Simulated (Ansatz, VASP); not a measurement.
One calculation of AlN, two programs

```
Al N
1.0
     0.00000    1.97800    1.97800
     1.97800    0.00000    1.97800
     1.97800    1.97800    0.00000
Al N
1 1
Cartesian
  0.0000 0.0000 0.0000
  1.9780 1.9780 1.9780
```

Alike in both runs: task relaxation of cell and atoms; functional PBE; k mesh 8 × 8 × 8; occupations gaussian, width 0.1 eV; no spin polarisation.

|  | VASP | Ansatz |
| --- | --- | --- |
| version | VASP 6.6.1 | Ansatz 0.2.0 |
| potentials or method | VASP PAW PBE potentials, release 64 (Al, N), cutoff 600 eV | scalar-relativistic, plane waves, PAW |
| valence electrons in the cell | 8 | 8 |

```csv
,VASP,Ansatz,Ansatz less VASP
"gap on the k mesh at the Fermi level, each at its own relaxed structure (eV)",4.42,4.44,+0.021
relaxed volume (Å³/atom),8.43,8.43,+0.001
relaxed cell length with the largest relative difference (Å),2.878,2.878,+0.0001
```
